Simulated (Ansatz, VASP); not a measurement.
**TiO2 in VASP and in Ansatz**

```xyz
6
Lattice="4.5940 0.0000 0.0000 0.0000 4.5940 0.0000 0.0000 0.0000 2.9590" Properties=species:S:1:pos:R:3 pbc="T T T"
Ti    0.0000    0.0000    0.0000
Ti    2.2970    2.2970    1.4795
O     1.3979    1.3979    0.0000
O     0.8991    3.6949    1.4795
O     3.1961    3.1961    0.0000
O     3.6949    0.8991    1.4795
```

Alike in both runs: functional PBE; k mesh 7 × 7 × 10; occupations fermi-dirac, width 0.02 eV; no spin polarisation.

Ansatz relaxed the structure, and its values are those at the end. VASP's run is a single point on that final structure, the one shown.

|  | VASP | Ansatz |
| --- | --- | --- |
| version | VASP 6.6.1 | Ansatz 0.2.0 |
| potentials or method | VASP PAW PBE potentials, release 64 (Ti_sv, O) | plane-wave PAW, scalar-relativistic |
| plane-wave cutoff (eV) | 520 | 420 |
| valence electrons in the cell | 48 | 48 |

|  | VASP | Ansatz | Ansatz less VASP |
| --- | --- | --- | --- |
| gap on the k mesh at the Fermi level (eV) | 1.84 | 1.87 | +0.027 |
| pressure (GPa) | 5.5 | 4.8 | -0.69 |
| rms of the force components (eV/Å) | 0.013 | 0.001 | -0.0116 |

Ansatz's warnings: stress scf threshold loose.
